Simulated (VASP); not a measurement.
Set up this calculation in VASP 6.6.1, as the native input.

```yaml
Task: relaxation of cell and atoms
Functional: PBE
Potentials_or_basis: VASP PAW PBE potentials, release 64 (Zr_sv, In_d, Se)
Cutoff: 600 eV
k_mesh: 4 × 4 × 2
Occupations: gaussian, width 0.1 eV
Spin: no spin polarisation
Dipole_correction: no
Further_INCAR_settings: ALGO = Normal; EDIFF = 1e-06; IBRION = 2; EDIFFG = -0.04; NSW = 90; ISIF = 3
```

The structure of ZrIn2Se3 lies in POSCAR:

```
ZrIn2Se3
1.0
    3.8810075800      0.0000000000      0.0000000000
    0.0000000000      3.8810075800      0.0000000000
    0.0000000000      0.0000000000      8.7045275900
Zr In Se
1 2 3
Direct
    0.5000000000      0.5000000000      0.0000000000
    0.5000000000      0.0000000000      0.7344790700
    0.0000000000      0.5000000000      0.2655209300
    0.5000000000      0.0000000000      0.3861632900
    0.0000000000      0.5000000000      0.6138367100
    0.0000000000      0.0000000000      0.0000000000
```

One way to write it, as run:

INCAR

```
PREC     = Accurate       # precision mode
ENCUT    = 600            # plane-wave cutoff, eV
EDIFF    = 1E-6           # SCF threshold, eV
ISMEAR   = 0              # smearing method
SIGMA    = 0.1            # smearing width, eV
LREAL    = F              # projectors in reciprocal space
LASPH    = T              # aspherical terms in the spheres
NELM     = 100            # most SCF steps
ALGO     = Normal         # electronic algorithm
ISIF     = 3              # what is computed and relaxed
LWAVE    = F              # write WAVECAR
LCHARG   = F              # write CHGCAR
GGA      = PE             # functional
IBRION   = 2              # ionic algorithm
NSW      = 90             # ionic steps
EDIFFG   = -0.04          # ionic threshold
```

KPOINTS

```
Automatic mesh
0
Gamma
  4 4 2
```

Potentials or basis: VASP PAW PBE potentials, release 64 (Zr_sv, In_d, Se).

Run with:

```sh
$ cat potpaw_PBE.64/Zr_sv/POTCAR potpaw_PBE.64/In_d/POTCAR potpaw_PBE.64/Se/POTCAR > POTCAR
$ mpirun -np 1 vasp_std > vasp.out
```

It gave:

The relaxed volume is 23.40 Å³/atom. The relaxed cell is a = 3.925 Å, b = 3.925 Å, c = 9.115 Å, α = 90.00°, β = 90.00°, γ = 90.00° and the space group after relaxing (to 0.05 Å) is P-4m2 (No. 115). The energy gained by relaxing is 148.1 meV/atom. The ionic steps are 17 and the pressure after relaxing is 0.3 GPa. The largest force after relaxing is 0.040 eV/Å and the band gap on the k mesh is zero (band 28 reaches 7.42 eV, above the bottom of band 29 at 6.30 eV).

Caveat: the k points lie up to 0.40 Å⁻¹ apart in the final cell; spin-orbit coupling is left out, which moves the levels of the heavy elements.

Run time: 11 min on 1 thread of Intel Xeon 6975P-C (shared host), peak memory 0.3 GiB.
